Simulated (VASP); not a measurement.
# Sc (Im-3m) in VASP: notebook, part 2 of 2

VASP 6.6.1.

## (4) Single point, BLYP (volume scaled by 1.12)

File INCAR:

```
  PREC = Accurate
  ENCUT = 520
  EDIFF = 1E-7
  ISMEAR = -1
  SIGMA = 0.1
  LREAL = F
  LASPH = T
  NELM = 80
  ALGO = Normal
  ISIF = 2
  LWAVE = F
  LCHARG = F
  GGA = B5
  ALDAX = 1.0
  AGGAX = 1.0
  AGGAC = 1.0
  ALDAC = 0.0
  NBANDS = 12
```

File KPOINTS:

```
Automatic mesh
0
Gamma
  14 14 14
```

File POSCAR:

```
Sc
1.0
   -1.9191466236      1.9191466236      1.9191466236
    1.9191466236     -1.9191466236      1.9191466236
    1.9191466236      1.9191466236     -1.9191466236
Sc
1
Direct
    0.0000000000      0.0000000000      0.0000000000
```

Potentials or basis: VASP PAW PBE potentials, release 64 (Sc_sv).

Run with:

```bash
$ cat potpaw_PBE.64/Sc_sv/POTCAR > POTCAR
$ mpirun -np 1 vasp_std > vasp.out
```

OUTCAR:

```text
PREC = Accurate
   ENCUT = 520
   EDIFF = 1E-7
   ISMEAR = -1
   LREAL = F
   LASPH = T
   NELM = 80
   ISIF = 2
   GGA = B5

 ion  position               nearest neighbor table
   1  0.000  0.000  0.000-

  LATTYP: Found a body centered cubic cell.
 ALAT       =     3.8382932472

  Lattice vectors:

 A1 = (  -1.9191466236,   1.9191466236,   1.9191466236)
 A2 = (   1.9191466236,  -1.9191466236,   1.9191466236)
 A3 = (   1.9191466236,   1.9191466236,  -1.9191466236)

Analysis of symmetry for initial positions (statically):
=====================================================================
 Subroutine PRICEL returns:
 Original cell was already a primitive cell.

 Routine SETGRP: Setting up the symmetry group for a
 body centered cubic supercell.

 Subroutine GETGRP returns: Found 48 space group operations
 (whereof 48 operations were pure point group operations)
 out of a pool of 48 trial point group operations.

The static configuration has the point symmetry O_h .

Analysis of symmetry for dynamics (positions and initial velocities):
=====================================================================
 Subroutine PRICEL returns:
 Original cell was already a primitive cell.

 Routine SETGRP: Setting up the symmetry group for a
 body centered cubic supercell.

 Subroutine GETGRP returns: Found 48 space group operations
 (whereof 48 operations were pure point group operations)
 out of a pool of 48 trial point group operations.

The dynamic configuration has the point symmetry O_h .

 Subroutine INISYM returns: Found 48 space group operations
 (whereof 48 operations are pure point group operations),
 and found     1 'primitive' translations

----------------------------------------------------------------------------------------

                                     Primitive cell

  volume of cell :      28.2738

  direct lattice vectors                    reciprocal lattice vectors
[... 110 lines left out ...]
   GGA     = B5    functional components
   LHFCALC =     F    Hartree Fock is set to
   AEXX    =    0.0000 exact exchange contribution
   IVDW    =     0    specifies the selected vdW correction
   LEPSILON=     F    determine dielectric tensor
   LRPA    =     F    only Hartree local field effects (RPA)
 non-spin polarized calculation
  energy-cutoff  :      520.00
  volume of cell :       28.27
 maximum number of plane-waves:       773
 NGX is ok and might be reduce to    28
   NGX = 13   NGY = 13   NGZ = 13

 number of electron      11.0000001 magnetization

 Free energy of the ion-electron system (eV)
  ---------------------------------------------------
  ext. energy  EPLUGINS =         0.00000000
  ---------------------------------------------------
  free energy    TOTEN  =        -5.22132596 eV

  energy without entropy =       -5.12988006  energy(sigma->0) =       -5.17560301

 E-fermi :   3.4437     XC(G=0):  -8.8716

 val. band max:        3.4337062246   @ k =   0.2143   0.2143   0.0714
 cond. band min:       3.4541160699   @ k =   0.2857   0.1429   0.1429
 fundamental gap:      0.0204098453
 Fermi energy:         3.4436931867

 k-point     1 :       0.0000    0.0000    0.0000
  band No.  band energies     occupation
      1     -46.2977      2.00000
      2     -24.9154      2.00000
      3     -24.9154      2.00000
      4     -24.9154      2.00000
      5      -1.3952      2.00000
      6       4.6375      0.00001
      7       4.6375      0.00001
      8       4.6375      0.00001
      9       5.7746      0.00000
     10       5.7746      0.00000
     11      16.8458      0.00000
     12      16.8458      0.00000
[... 331 lines left out ...]
 k-point    24 :       0.3571    0.2857    0.0000
  band No.  band energies     occupation
      1     -46.2581      2.00000
      2     -25.1027      2.00000
      3     -25.0649      2.00000
      4     -24.9456      2.00000
      5       2.9179      1.98964
      6       3.2807      1.67236
      7       3.3777      1.31834
      8       5.8458      0.00000
      9       5.9957      0.00000
     10       8.4873      0.00000
     11       9.0130      0.00000
     12       9.7369      0.00000

 [... further k-points ...]

------------------------ aborting loop because EDIFF is reached ----------------------------------------

  FORCE on cell =-STRESS in cart. coord.  units (eV):
  Direction    XX          YY          ZZ          XY          YZ          ZX
  --------------------------------------------------------------------------------------
  -------------------------------------------------------------------------------------
  Total       -0.8262642     -0.8262642     -0.8262642      0.0000000      0.0000000      0.0000000
  in kB      -46.8214718    -46.8214718    -46.8214718      0.0000000      0.0000000      0.0000000
  external PRESSURE =     -46.8214718 kB  Pullay stress =       0.0000000 kB

 VOLUME and BASIS-vectors are now :
 -----------------------------------------------------------------------------
  energy-cutoff  :      520.00
  volume of cell :       28.27
      direct lattice vectors                 reciprocal lattice vectors
    -1.919146624  1.919146624  1.919146624     0.000000000  0.260532465  0.260532465
     1.919146624 -1.919146624  1.919146624     0.260532465  0.000000000  0.260532465
     1.919146624  1.919146624 -1.919146624     0.260532465  0.260532465  0.000000000

 POSITION                                       TOTAL-FORCE (eV/Angst)
 -----------------------------------------------------------------------------------
      0.00000      0.00000      0.00000         0.000000      0.000000     -0.000000
 -----------------------------------------------------------------------------------
    total drift:                                0.000000     -0.000000      0.000000

  FREE ENERGIE OF THE ION-ELECTRON SYSTEM (eV)
  ---------------------------------------------------
  free  energy   TOTEN  =        -5.2213259559 eV

  energy  without entropy=       -5.1298800590  energy(sigma->0) =       -5.17560301
```

OSZICAR:

```text
N       E                     dE             d eps       ncg     rms          rms(c)
DAV:   1     0.752766104952E+02    0.75277E+02   -0.49991E+03  2504   0.860E+02
DAV:   2    -0.442491234799E+01   -0.79702E+02   -0.78230E+02  2496   0.278E+02
DAV:   3    -0.592944446963E+01   -0.15045E+01   -0.14680E+01  3236   0.500E+01
DAV:   4    -0.595963980508E+01   -0.30195E-01   -0.30143E-01  3064   0.588E+00
DAV:   5    -0.596018313396E+01   -0.54333E-03   -0.54332E-03  3308   0.781E-01    0.474E+00
DAV:   6    -0.528574351153E+01    0.67444E+00   -0.99671E-01  3744   0.143E+01    0.126E+00
DAV:   7    -0.522588850868E+01    0.59855E-01   -0.12666E-01  3880   0.451E+00    0.602E-01
DAV:   8    -0.522234546932E+01    0.35430E-02   -0.22913E-02  2900   0.220E+00    0.216E-01
DAV:   9    -0.522129314417E+01    0.10523E-02   -0.45426E-03  3784   0.941E-01    0.423E-02
DAV:  10    -0.522133038088E+01   -0.37237E-04   -0.33934E-04  3720   0.176E-01    0.168E-02
DAV:  11    -0.522132476401E+01    0.56169E-05   -0.16233E-05  3880   0.551E-02    0.404E-03
DAV:  12    -0.522132593959E+01   -0.11756E-05   -0.16201E-06  3840   0.118E-02    0.912E-04
DAV:  13    -0.522132595592E+01   -0.16336E-07   -0.64608E-08  1880   0.338E-03
   1 F= -.52213260E+01 E0= -.51756030E+01  d E =-.914459E-01
```

Run time: 44 s. Hardware: 1 thread of AMD EPYC 9R14 (Zen 4), shared host; peak memory 0.14 GiB.

Results:

| Quantity | Value |
| --- | --- |
| Free energy | -5.2213 eV |
| Pressure | -4.7 GPa |

Levels at points of the mesh, in eV from the Fermi level:
```tsv
k point	band 2	band 3	band 4	band 5	band 6	band 7	band 8	band 9
(0.00, 0.00, 0.00)	-28.36	-28.36	-28.36	-4.84	1.19	1.19	1.19	2.33
(0.50, 0.00, 0.00)	-28.60	-28.44	-28.36	-1.57	0.25	0.38	2.29	2.56
(0.50, 0.50, 0.50)	-28.53	-28.53	-28.53	-0.99	-0.99	3.16	3.16	3.16
```

Caveat: the cell differs from its parent crystal (volume scaled by 1.12); the PAW data sets were made with another functional, which shifts forces and pressure a little.

## (5) Relaxation of cell and atoms, BLYP

This run uses another cell than the first one, of 25.00 Å³/atom, 0.952 times its volume.

File INCAR:

```
PREC = Accurate
ENCUT = 600
EDIFF = 1E-7
ISMEAR = -1
SIGMA = 0.1
LREAL = F
LASPH = T
NELM = 80
ALGO = Normal
ISIF = 3
LWAVE = F
LCHARG = F
GGA = B5
ALDAX = 1.0
AGGAX = 1.0
AGGAC = 1.0
ALDAC = 0.0
IBRION = 2
NSW = 80
EDIFFG = -0.01
```

File KPOINTS:

```
regular mesh
0
Gamma
  12 12 12
```

File POSCAR:

```
Sc
1.0
   -1.8420678645      1.8420678645      1.8420678645
    1.8420678645     -1.8420678645      1.8420678645
    1.8420678645      1.8420678645     -1.8420678645
Sc
1
Direct
    0.0000000000      0.0000000000      0.0000000000
```

Run with:

```bash
$ cat potpaw_PBE.64/Sc_sv/POTCAR > POTCAR
$ mpirun -np 1 vasp_std > vasp.out
```

Run time: 58 s. Hardware: 1 thread of AMD EPYC 9R14 (Zen 4), shared host; peak memory 0.14 GiB.

Results (log left out):

```yaml
Free_energy: -5.2683 eV
Relaxed_volume: 25.26 Å³/atom
Relaxed_cell: a = 3.202 Å, b = 3.202 Å, c = 3.202 Å, α = 109.47°, β = 109.47°, γ = 109.47°
Space_group_after_relaxing_to_0.05_Å: Im-3m (No. 229)
Energy_gained_by_relaxing: 0.4 meV/atom
Ionic_steps: 3
Pressure_after_relaxing: 0.0 GPa
```

The path:
```tsv
step	energy change (eV)	largest force (eV/Å)	pressure (GPa)	volume (Å³)
1	0.0000	0.0000	0.53	25.00
2	-0.0004	0.0000	-0.08	25.30
3	-0.0004	0.0000	-0.01	25.26
```

Final structure:
```yaml
crystal:
  lattice:
    - [-1.84843, 1.84843, 1.84843]
    - [1.84843, -1.84843, 1.84843]
    - [1.84843, 1.84843, -1.84843]
  atoms:
    - { symbol: Sc, position: [0.00000, 0.00000, 0.00000] }
```

Levels at points of the mesh, in eV from the Fermi level:
| k point | band 1 | band 2 | band 3 | band 4 | band 5 | band 6 | band 7 | band 8 | band 9 |
| --- | --- | --- | --- | --- | --- | --- | --- | --- | --- |
| (0.00, 0.00, 0.00) | -49.48 | -28.05 | -28.05 | -28.05 | -5.07 | 1.34 | 1.34 | 1.34 | 2.65 |
| (0.50, 0.00, 0.00) | -49.42 | -28.41 | -28.17 | -28.05 | -1.72 | 0.24 | 0.55 | 2.63 | 2.93 |
| (0.50, 0.50, 0.50) | -49.38 | -28.31 | -28.31 | -28.31 | -1.21 | -1.21 | 3.63 | 3.63 | 3.63 |

Caveat: the PAW data sets were made with another functional, which shifts forces and pressure a little.

## (6) Single point, BLYP

This run uses another cell than the first one, of 25.24 Å³/atom, 0.962 times its volume.

File INCAR:

```
PREC = Accurate
ENCUT = 520
EDIFF = 1E-6
ISMEAR = -1
SIGMA = 0.1
LREAL = False
LASPH = True
NELM = 100
ALGO = Normal
ISIF = 2
LWAVE = False
LCHARG = False
GGA = B5
ALDAX = 1.0
AGGAX = 1.0
AGGAC = 1.0
ALDAC = 0.0
NBANDS = 12
```

File KPOINTS:

```
regular mesh
0
Gamma
  20 20 20
```

File POSCAR:

```
Sc
1.0
   -1.8480007738      1.8480007738      1.8480007738
    1.8480007738     -1.8480007738      1.8480007738
    1.8480007738      1.8480007738     -1.8480007738
Sc
1
Direct
    0.0000000000      0.0000000000      0.0000000000
```

Potentials or basis: VASP PAW PBE potentials, release 64 (Sc_sv).

Run with:

```bash
$ cat potpaw_PBE.64/Sc_sv/POTCAR > POTCAR
$ mpirun -np 1 vasp_std > vasp.out
```

Wall time 45 s (1 thread of AMD EPYC 9R14 (Zen 4), shared host); peak memory 0.16 GiB.

Results (log left out):

* Free energy: -5.2686 eV
* Pressure: 0.0 GPa

Levels at points of the mesh, in eV from the Fermi level:
```csv
k point,band 2,band 3,band 4,band 5,band 6,band 7,band 8,band 9
"(0.00, 0.00, 0.00)",-28.05,-28.05,-28.05,-5.08,1.34,1.34,1.34,2.65
"(0.50, 0.00, 0.00)",-28.41,-28.17,-28.05,-1.72,0.24,0.56,2.63,2.93
"(0.50, 0.50, 0.50)",-28.30,-28.30,-28.30,-1.21,-1.21,3.63,3.63,3.63
```

Caveat: the PAW data sets were made with another functional, which shifts forces and pressure a little.

## (7) Overview

| task | cell | k mesh | cutoff (eV) | gap on the mesh (eV) | pressure (GPa) |
| --- | --- | --- | --- | --- | --- |
| single point | a = 3.243 Å, angles 109.5°, 1 atom | 14 × 14 × 14 | 520 | none | -1.9 |
| single point | a = 3.284 Å, angles 109.5°, 1 atom | 14 × 14 × 14 | 520 | none | -3.4 |
| single point | a = 3.324 Å, angles 109.5°, 1 atom | 14 × 14 × 14 | 520 | none | -4.7 |
| relaxation of cell and atoms | relaxed from a = 3.191 Å, angles 109.5°, 1 atom | 12 × 12 × 12 | 600 | none | 0.0 |
| single point | a = 3.201 Å, angles 109.5°, 1 atom | 20 × 20 × 20 | 520 | none | 0.0 |

Alike in all rows: level BLYP; potentials or basis VASP PAW PBE potentials, release 64 (Sc_sv); no spin polarisation; smearing fermi-dirac 0.1 eV.

Caveats: the PAW data sets were made with another functional, which shifts forces and pressure a little.

Total energies depend on the potentials used, so only differences within one code and one set of settings carry meaning.
